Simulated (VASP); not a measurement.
# SnO2: single point with LDA

SnO2:

```xyz
6
Lattice="-1.9479 1.9479 4.8155 1.9479 -1.9479 4.8155 1.9479 1.9479 -4.8155" Properties=species:S:1:pos:R:3 pbc="T T T"
Sn    0.0000    1.9479    2.4077
Sn    0.0000    0.0000    0.0000
O     0.0000    0.0000    7.6054
O     0.0000    1.9479    4.4333
O     0.0000    0.0000    2.0256
O     0.0000    1.9479    0.3821
```

This cell differs from its parent crystal: volume scaled by 0.91, then relaxed in part.

| Item | Value |
| --- | --- |
| Program | VASP 6.6.1 |
| Task | single point |
| Functional | LDA |
| Potentials or basis | VASP PAW LDA potentials, release 64 (Sn_d, O) |
| Cutoff | 520 eV |
| k mesh | 10 × 10 × 10 |
| Occupations | gaussian, width 0.02 eV |
| Spin | no spin polarisation |

```json
{
  "Pressure": "19.3 GPa",
  "Largest force": "0.052 eV/Å",
  "Band gap on the k mesh": "2.56 eV, indirect (least direct gap 3.24 eV)"
}
```

Forces in eV/Å, atoms in the order of the input:
```
Sn   0.000  0.000  0.000
Sn   0.000  0.000  0.000
O    0.000  0.000 -0.052
O    0.000  0.000  0.052
O    0.000  0.000  0.052
O    0.000  0.000 -0.052
```

Stress tensor (GPa, compression positive):
```
19.13  0.00  0.00
 0.00 19.13  0.00
 0.00  0.00 19.51
```

Levels at points of the mesh, in eV from the valence-band top:
| k point | band 24 | band 25 | band 26 | band 27 | band 28 | band 29 |
| --- | --- | --- | --- | --- | --- | --- |
| (0.00, 0.00, 0.00) | -0.84 | -0.67 | -0.67 | 2.56 | 6.14 | 9.57 |
| (0.50, 0.00, 0.00) | -0.96 | -0.80 | -0.52 | 6.03 | 7.06 | 8.38 |
| (0.50, 0.50, 0.00) | -0.86 | -0.05 | -0.05 | 7.90 | 7.90 | 8.48 |
| (0.50, 0.50, 0.50) | -1.16 | -0.53 | -0.53 | 4.98 | 4.98 | 7.93 |

It took 18 min on 1 thread of AMD EPYC 7R13, with other jobs on the host, peak memory 0.31 GiB.

Caveat: spin-orbit coupling is left out, which moves the levels of the heavy elements. A k mesh can miss the band edges.
